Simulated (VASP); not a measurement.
Write the native input for VASP 6.6.1 that does the following.

```
Task                   : single point
Functional             : RPBE
Potentials or basis    : VASP PAW PBE potentials, release 64 (Cd)
Cutoff                 : 520 eV
k mesh                 : 9 × 9 × 9
Occupations            : gaussian, width 0.1 eV
Spin                   : no spin polarisation
Dipole correction      : no
Further INCAR settings : ALGO = Normal; EDIFF = 1e-07; NBANDS = 12
```

The structure of Cd lies in POSCAR:

```
Cd
1.0
    1.6080291515      0.9283960635      2.4492874100
   -1.6080291515      0.9283960635      2.4492874100
    0.0000000000     -1.8567921270      2.4492874100
Cd
1
Direct
    0.0000000000      0.0000000000      0.0000000000
```

The input as run:

INCAR

```
SYSTEM = Cd
PREC = Accurate
ENCUT = 520
EDIFF = 1E-7
ISMEAR = 0
SIGMA = 0.1
LREAL = .FALSE.
LASPH = .TRUE.
NELM = 80
ALGO = Normal
ISIF = 2
LWAVE = .FALSE.
LCHARG = .TRUE.
GGA = RP
LELF = .TRUE.
LVHAR = .TRUE.
NBANDS = 12
```

KPOINTS

```
Automatic mesh
0
G
  9 9 9
  0 0 0
```

Potentials or basis: VASP PAW PBE potentials, release 64 (Cd).

Launch:

```bash
$ cat potpaw_PBE.64/Cd/POTCAR > POTCAR
$ mpirun -np 1 vasp_std > vasp.out
```

It gave:

```
Pressure               : 5.2 GPa
Band gap on the k mesh : zero (band 6 reaches 3.64 eV, above the bottom of band 7 at 1.72 eV)
```

Caveat: the PAW data sets were made with another functional, which shifts forces and pressure a little.

It took 28 s on 1 thread of AMD EPYC 7R13, on a shared host, peak memory 0.12 GiB.
